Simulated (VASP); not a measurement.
# Cs2AgBiBr6 (Fm-3m) in VASP: a series of runs

The runs below take Cs2AgBiBr6 through single point, relaxation of cell and atoms, with PBEsol.

Program: VASP 6.6.1. These are calculated values, not measurements. Logs are shortened: lines on timing, memory, paths and dates and some standing lists are left out, and cuts for length are marked.

### 1 The cell of the first run

The structure is cubic, space group Fm-3m (No. 225). Conventional cell: a = 11.189 Å, b = 11.189 Å, c = 11.189 Å, α = 90.00°, β = 90.00°, γ = 90.00°. Within 5.2 Å of Cs (site symmetry -43m) lie 12 Br at 3.96 Å and 4 Ag at 4.84 Å and 4 Bi at 4.84 Å. Within 3.6 Å of Ag (site symmetry m-3m) lie 6 Br at 2.75 Å. Bi (site symmetry m-3m) has 6 Br at 2.84 Å within 3.7 Å. Within 3.6 Å of Br (site symmetry 4mm) lie 1 Ag at 2.75 Å and 1 Bi at 2.84 Å.

### 2 Single point, PBEsol

File INCAR:

```
PREC     = Accurate       # precision mode
ENCUT    = 520            # plane-wave cutoff, eV
EDIFF    = 1E-6           # SCF threshold, eV
ISMEAR   = 0              # smearing method
SIGMA    = 0.01           # smearing width, eV
LREAL    = Auto         
LASPH    = T              # aspherical terms in the spheres
NELM     = 100            # most SCF steps
ALGO     = Normal         # electronic algorithm
ISIF     = 2              # what is computed and relaxed
LWAVE    = F              # write WAVECAR
LCHARG   = F              # write CHGCAR
GGA      = PS             # functional
NBANDS   = 198            # bands
LUSENCCL = F
```

File KPOINTS:

```
regular mesh
0
Gamma
  2 2 2
```

File POSCAR:

```
Cs2AgBiBr6
1.0
   11.1887371929      0.0000000000      0.0000000000
    0.0000000000     11.1887371929      0.0000000000
    0.0000000000      0.0000000000     11.1887371929
Cs Ag Bi Br
8 4 4 24
Direct
    0.2500000000      0.2500000000      0.2500000000
    0.2500000000      0.7500000000      0.7500000000
    0.7500000000      0.2500000000      0.7500000000
    0.7500000000      0.7500000000      0.2500000000
    0.7500000000      0.7500000000      0.7500000000
    0.7500000000      0.2500000000      0.2500000000
    0.2500000000      0.7500000000      0.2500000000
    0.2500000000      0.2500000000      0.7500000000
    0.0000000000      0.0000000000      0.0000000000
    0.0000000000      0.5000000000      0.5000000000
    0.5000000000      0.0000000000      0.5000000000
    0.5000000000      0.5000000000      0.0000000000
    0.5000000000      0.5000000000      0.5000000000
    0.5000000000      0.0000000000      0.0000000000
    0.0000000000      0.5000000000      0.0000000000
    0.0000000000      0.0000000000      0.5000000000
    0.2461899561      0.0000000000      0.0000000000
    0.2461899561      0.5000000000      0.5000000000
    0.7461899561      0.0000000000      0.5000000000
    0.7461899561      0.5000000000      0.0000000000
    0.7538100439      0.0000000000      0.0000000000
    0.7538100439      0.5000000000      0.5000000000
    0.2538100439      0.0000000000      0.5000000000
    0.2538100439      0.5000000000      0.0000000000
    0.0000000000      0.2461899561      0.0000000000
    0.0000000000      0.7461899561      0.5000000000
    0.5000000000      0.2461899561      0.5000000000
    0.5000000000      0.7461899561      0.0000000000
    0.0000000000      0.7538100439      0.0000000000
    0.0000000000      0.2538100439      0.5000000000
    0.5000000000      0.7538100439      0.5000000000
    0.5000000000      0.2538100439      0.0000000000
    0.0000000000      0.0000000000      0.2461899561
    0.0000000000      0.5000000000      0.7461899561
    0.5000000000      0.0000000000      0.7461899561
    0.5000000000      0.5000000000      0.2461899561
    0.0000000000      0.0000000000      0.7538100439
    0.0000000000      0.5000000000      0.2538100439
    0.5000000000      0.0000000000      0.2538100439
    0.5000000000      0.5000000000      0.7538100439
```

Potentials or basis: VASP PAW PBE potentials, release 64 (Cs_sv, Ag, Bi_d, Br).

Command:

```console
cat potpaw_PBE.64/Cs_sv/POTCAR potpaw_PBE.64/Ag/POTCAR potpaw_PBE.64/Bi_d/POTCAR potpaw_PBE.64/Br/POTCAR > POTCAR
mpirun -np 1 vasp_std > vasp.out
```

OUTCAR:

```text
PREC = Accurate
   ENCUT = 520
   EDIFF = 1E-6
   ISMEAR = 0
   LREAL = Auto
   LASPH = T
   NELM = 100
   ISIF = 2
   GGA = PS

 ion  position               nearest neighbor table
   1  0.250  0.250  0.250-
   2  0.250  0.750  0.750-
   3  0.750  0.250  0.750-
   4  0.750  0.750  0.250-
   5  0.750  0.750  0.750-
   6  0.750  0.250  0.250-
   7  0.250  0.750  0.250-
   8  0.250  0.250  0.750-
   9  0.000  0.000  0.000-  17 2.75  21 2.75  25 2.75  29 2.75  33 2.75  37 2.75
  10  0.000  0.500  0.500-  18 2.75  22 2.75  26 2.75  30 2.75  34 2.75  38 2.75
  11  0.500  0.000  0.500-  19 2.75  23 2.75  27 2.75  31 2.75  35 2.75  39 2.75
  12  0.500  0.500  0.000-  20 2.75  24 2.75  28 2.75  32 2.75  36 2.75  40 2.75
  13  0.500  0.500  0.500-  18 2.84  22 2.84  27 2.84  31 2.84  36 2.84  40 2.84
  14  0.500  0.000  0.000-  17 2.84  21 2.84  28 2.84  32 2.84  35 2.84  39 2.84
  15  0.000  0.500  0.000-  20 2.84  24 2.84  25 2.84  29 2.84  34 2.84  38 2.84
  16  0.000  0.000  0.500-  19 2.84  23 2.84  26 2.84  30 2.84  33 2.84  37 2.84
  17  0.246  0.000  0.000-   9 2.75  14 2.84
  18  0.246  0.500  0.500-  10 2.75  13 2.84
  19  0.746  0.000  0.500-  11 2.75  16 2.84
  20  0.746  0.500  0.000-  12 2.75  15 2.84
  21  0.754  0.000  0.000-   9 2.75  14 2.84
  22  0.754  0.500  0.500-  10 2.75  13 2.84
[... 16 lines left out ...]
  39  0.500  0.000  0.254-  11 2.75  14 2.84
  40  0.500  0.500  0.754-  12 2.75  13 2.84

  LATTYP: Found a simple cubic cell.
 ALAT       =    11.1887371929

  Lattice vectors:

 A1 = (  11.1887371929,   0.0000000000,   0.0000000000)
 A2 = (   0.0000000000,  11.1887371929,   0.0000000000)
 A3 = (   0.0000000000,   0.0000000000,  11.1887371929)

Analysis of symmetry for initial positions (statically):
=====================================================================
 Subroutine PRICEL returns following result:

  LATTYP: Found a face centered cubic cell.
 ALAT       =    11.1887371929

  Lattice vectors:

 A1 = (   5.5943685964,  -5.5943685964,   0.0000000000)
 A2 = (   5.5943685964,   0.0000000000,   5.5943685964)
 A3 = (   0.0000000000,  -5.5943685964,   5.5943685965)

   4 primitive cells build up your supercell.

 Routine SETGRP: Setting up the symmetry group for a
 simple cubic supercell.

 Subroutine GETGRP returns: Found 48 space group operations
 (whereof 48 operations were pure point group operations)
 out of a pool of 48 trial point group operations.

The static configuration has the point symmetry O_h .

Analysis of symmetry for dynamics (positions and initial velocities):
=====================================================================
 Subroutine PRICEL returns following result:

  LATTYP: Found a face centered cubic cell.
 ALAT       =    11.1887371929

  Lattice vectors:

 A1 = (   5.5943685964,  -5.5943685964,   0.0000000000)
 A2 = (   5.5943685964,   0.0000000000,   5.5943685964)
 A3 = (   0.0000000000,  -5.5943685964,   5.5943685965)

   4 primitive cells build up your supercell.

 Routine SETGRP: Setting up the symmetry group for a
 simple cubic supercell.

 Subroutine GETGRP returns: Found 48 space group operations
 (whereof 48 operations were pure point group operations)
 out of a pool of 48 trial point group operations.

The dynamic configuration has the point symmetry O_h .

 Subroutine INISYM returns: Found 48 space group operations
 (whereof 48 operations are pure point group operations),
 and found     4 'primitive' translations

----------------------------------------------------------------------------------------

                                     Primitive cell

  volume of cell :     350.1735

  direct lattice vectors                    reciprocal lattice vectors
     5.594368596 -5.594368596  0.000000000     0.089375591 -0.089375591 -0.089375591
     5.594368596  0.000000000  5.594368596     0.089375591  0.089375591  0.089375591
     0.000000000 -5.594368596  5.594368596    -0.089375591 -0.089375591  0.089375591

  length of vectors
[... 48 lines left out ...]
 Gauss-broadening in eV      SIGMA  =   0.01
  energy-cutoff  :      520.00
  volume of cell :     1400.69
 maximum number of plane-waves:     37752
 NGX is ok and might be reduce to    84
   NGX = 41   NGY = 41   NGZ = 41

 number of electron     343.9999977 magnetization

 Free energy of the ion-electron system (eV)
  ---------------------------------------------------
  ext. energy  EPLUGINS =         0.00000000
  ---------------------------------------------------
  free energy    TOTEN  =      -127.33878880 eV

  energy without entropy =     -127.33878880  energy(sigma->0) =     -127.33878880

 E-fermi :   1.5309     XC(G=0):  -8.4192

 val. band max:        1.4387585408   @ k =   0.0000   0.0000   0.0000
 cond. band min:       2.5389190865   @ k =   0.5000   0.5000   0.5000
 fundamental gap:      1.1001605457
 Fermi energy:         1.5308631344

 k-point     1 :       0.0000    0.0000    0.0000
  band No.  band energies     occupation
      1     -21.6556      2.00000
      2     -21.6556      2.00000
      3     -21.6556      2.00000
      4     -21.6556      2.00000
      5     -21.6556      2.00000
      6     -21.6556      2.00000
[... 176 lines left out ...]
    183       4.4011      0.00000
    184       4.4011      0.00000

 k-point     2 :       0.5000    0.0000    0.0000
  band No.  band energies     occupation
      1     -21.6556      2.00000
      2     -21.6556      2.00000
      3     -21.6556      2.00000
      4     -21.6556      2.00000
      5     -21.6556      2.00000
      6     -21.6556      2.00000
[... 176 lines left out ...]
    183       4.2335      0.00000
    184       4.2335      0.00000

 k-point     3 :       0.5000    0.5000    0.0000
  band No.  band energies     occupation
      1     -21.6556      2.00000
      2     -21.6556      2.00000
      3     -21.6556      2.00000
      4     -21.6556      2.00000
      5     -21.6556      2.00000
      6     -21.6556      2.00000
[... 176 lines left out ...]
    183       4.9575      0.00000
    184       4.9575      0.00000

 k-point     4 :       0.5000    0.5000    0.5000
  band No.  band energies     occupation
      1     -21.6556      2.00000
      2     -21.6556      2.00000
      3     -21.6556      2.00000
      4     -21.6556      2.00000
      5     -21.6556      2.00000
      6     -21.6556      2.00000
[... 176 lines left out ...]
    183       4.9699      0.00000
    184       4.9699      0.00000
 [bands above 184 left out]

------------------------ aborting loop because EDIFF is reached ----------------------------------------

  FORCE on cell =-STRESS in cart. coord.  units (eV):
  Direction    XX          YY          ZZ          XY          YZ          ZX
  --------------------------------------------------------------------------------------
  -------------------------------------------------------------------------------------
  Total       -0.1507450     -0.1507450     -0.1507450     -0.0000000      0.0000000     -0.0000000
  in kB       -0.1724290     -0.1724290     -0.1724290     -0.0000000      0.0000000     -0.0000000
  external PRESSURE =      -0.1724290 kB  Pullay stress =       0.0000000 kB

 VOLUME and BASIS-vectors are now :
 -----------------------------------------------------------------------------
  energy-cutoff  :      520.00
  volume of cell :     1400.69
      direct lattice vectors                 reciprocal lattice vectors
    11.188737193  0.000000000  0.000000000     0.089375591  0.000000000  0.000000000
     0.000000000 11.188737193  0.000000000     0.000000000  0.089375591  0.000000000
     0.000000000  0.000000000 11.188737193     0.000000000  0.000000000  0.089375591

 POSITION                                       TOTAL-FORCE (eV/Angst)
 -----------------------------------------------------------------------------------
      2.79718      2.79718      2.79718         0.000000      0.000000     -0.000000
      2.79718      8.39155      8.39155         0.000000      0.000000     -0.000000
      8.39155      2.79718      8.39155         0.000000      0.000000     -0.000000
      8.39155      8.39155      2.79718         0.000000      0.000000     -0.000000
      8.39155      8.39155      8.39155         0.000000      0.000000     -0.000000
      8.39155      2.79718      2.79718         0.000000      0.000000     -0.000000
[... 32 lines left out ...]
      5.59437      0.00000      2.83981         0.000000      0.000000      0.022291
      5.59437      5.59437      8.43418         0.000000      0.000000      0.022291
 -----------------------------------------------------------------------------------
    total drift:                                0.000000      0.000000      0.000000

  FREE ENERGIE OF THE ION-ELECTRON SYSTEM (eV)
  ---------------------------------------------------
  free  energy   TOTEN  =      -127.3387888036 eV

  energy  without entropy=     -127.3387888036  energy(sigma->0) =     -127.33878880
```

Run time: 2.2 min. Hardware: 1 × NVIDIA H100 80GB with 1 thread of AMD EPYC 7R13 (Zen 3), shared host; peak memory 2.2 GiB.

Results:

| Property | Result |
| --- | --- |
| Free energy | -127.3388 eV |
| Pressure | 0.0 GPa |
| Largest force | 0.022 eV/Å |
| Band gap on the k mesh | 1.10 eV |

Forces in eV/Å, atoms in the order of the input:
```
Cs   0.000  0.000  0.000
Cs   0.000  0.000  0.000
Cs   0.000  0.000  0.000
Cs   0.000  0.000  0.000
Cs   0.000  0.000  0.000
Cs   0.000  0.000  0.000
Cs   0.000  0.000  0.000
Cs   0.000  0.000  0.000
Ag   0.000  0.000  0.000
Ag   0.000  0.000  0.000
Ag   0.000  0.000  0.000
Ag   0.000  0.000  0.000
Bi   0.000  0.000  0.000
Bi   0.000  0.000  0.000
Bi   0.000  0.000  0.000
Bi   0.000  0.000  0.000
Br  -0.022  0.000  0.000
Br  -0.022  0.000  0.000
Br  -0.022  0.000  0.000
Br  -0.022  0.000  0.000
Br   0.022  0.000  0.000
Br   0.022  0.000  0.000
Br   0.022  0.000  0.000
Br   0.022  0.000  0.000
Br   0.000 -0.022  0.000
Br   0.000 -0.022  0.000
Br   0.000 -0.022  0.000
Br   0.000 -0.022  0.000
Br   0.000  0.022  0.000
Br   0.000  0.022  0.000
Br   0.000  0.022  0.000
Br   0.000  0.022  0.000
Br   0.000  0.000 -0.022
Br   0.000  0.000 -0.022
Br   0.000  0.000 -0.022
Br   0.000  0.000 -0.022
Br   0.000  0.000  0.022
Br   0.000  0.000  0.022
Br   0.000  0.000  0.022
Br   0.000  0.000  0.022
```

Levels at points of the mesh, in eV from the valence-band top:
```
           k point  band 170  band 171  band 172  band 173  band 174  band 175
(0.00, 0.00, 0.00)      0.00      0.00      0.00      2.06      2.06      2.06
(0.50, 0.00, 0.00)     -0.64     -0.10     -0.10      2.35      2.35      2.35
(0.50, 0.50, 0.00)     -0.82     -0.82     -0.82      1.88      1.88      1.88
(0.50, 0.50, 0.50)     -1.26     -1.26     -1.26      1.10      1.10      1.10
```

Caveat: the PAW data sets were made with another functional, which shifts forces and pressure a little; spin-orbit coupling is left out, which moves the levels of the heavy elements.

(Part 1 of 2 ends here.)
